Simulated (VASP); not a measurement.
Here is a VASP 6.6.1 calculation.

File INCAR:

```
ALGO = Normal
EDIFF = 1E-7
EDIFFG = -0.01
ENCUT = 600
GGA = PE
IBRION = 2
ISIF = 3
ISMEAR = 0
LASPH = T
LCHARG = F
LREAL = F
LWAVE = F
NELM = 100
NSW = 100
PREC = Accurate
SIGMA = 0.1
```

File KPOINTS:

```
k-points
0
Gamma
  8 8 8
```

Contents of POSCAR:

```
Cd3NiO
1.0
    4.5100573817      0.0000000000      0.0000000000
    0.0000000000      4.5100573817      0.0000000000
    0.0000000000      0.0000000000      4.5100573817
Cd Ni O
3 1 1
Direct
    0.0000000000      0.5000000000      0.0000000000
    0.0000000000      0.0000000000      0.5000000000
    0.5000000000      0.0000000000      0.0000000000
    0.5000000000      0.5000000000      0.5000000000
    0.0000000000      0.0000000000      0.0000000000
```

Potentials or basis: VASP PAW PBE potentials, release 64 (Cd, Ni, O).

Command:

```bash
$ cat potpaw_PBE.64/Cd/POTCAR potpaw_PBE.64/Ni/POTCAR potpaw_PBE.64/O/POTCAR > POTCAR
$ mpirun -np 1 vasp_std > vasp.out
```

**Question.** Predict the space group after relaxing (to 0.1 Å).

**Answer.** Pm-3m (No. 221).

**Question.** What does it give for the relaxed volume?

**Answer.** 18.51 Å³/atom.

Step by step:
```
step  energy change (eV)  largest force (eV/Å)  pressure (GPa)  volume (Å³)
   1              0.0000                0.0000            0.64        91.74
   2             -0.0016                0.0000           -0.13        92.71
   3             -0.0017                0.0000            0.00        92.55
```

Caveat: the run has no spin polarisation, though such a crystal can be magnetic. Spin polarisation is off, so any magnetic state and its effect on volume and gap are missing.
